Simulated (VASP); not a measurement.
A run of VASP 6.6.1 is set up as follows.

INCAR

```
SYSTEM = C
  PREC = Accurate
  ENCUT = 520
  EDIFF = 1E-6
  ISMEAR = 0
  SIGMA = 0.05
  LREAL = .FALSE.
  LASPH = .TRUE.
  NELM = 60
  ALGO = Normal
  ISIF = 2
  LWAVE = .FALSE.
  LCHARG = .TRUE.
  GGA = PE
  LELF = .TRUE.
  LVHAR = .TRUE.
  NBANDS = 11
```

KPOINTS

```
regular mesh
0
G
  12 12 12
  0 0 0
```

The input POSCAR:

```
C
1.0
    0.0000000000      1.7557266509      1.9808108076
    1.7557266509      0.0000000000      1.9808108076
    1.7557266509      1.7557266509      0.0000000000
C
2
Direct
    0.5000000000      0.5000000000      0.5000000000
    0.7500000000      0.7500000000      0.7500000000
```

Potentials or basis: VASP PAW PBE potentials, release 64 (C).

Run with:

```bash
$ cat potpaw_PBE.64/C/POTCAR > POTCAR
$ mpirun -np 1 vasp_std > vasp.out
```

Predict the band gap on the k mesh.

2.55 eV, indirect (least direct gap 4.38 eV).

Estimate the pressure.

-25.4 GPa.

Stress tensor (GPa, compression positive):
```
  13.05    0.00    0.00
   0.00   13.05    0.00
   0.00    0.00 -102.18
```

 A k mesh can miss the band edges.
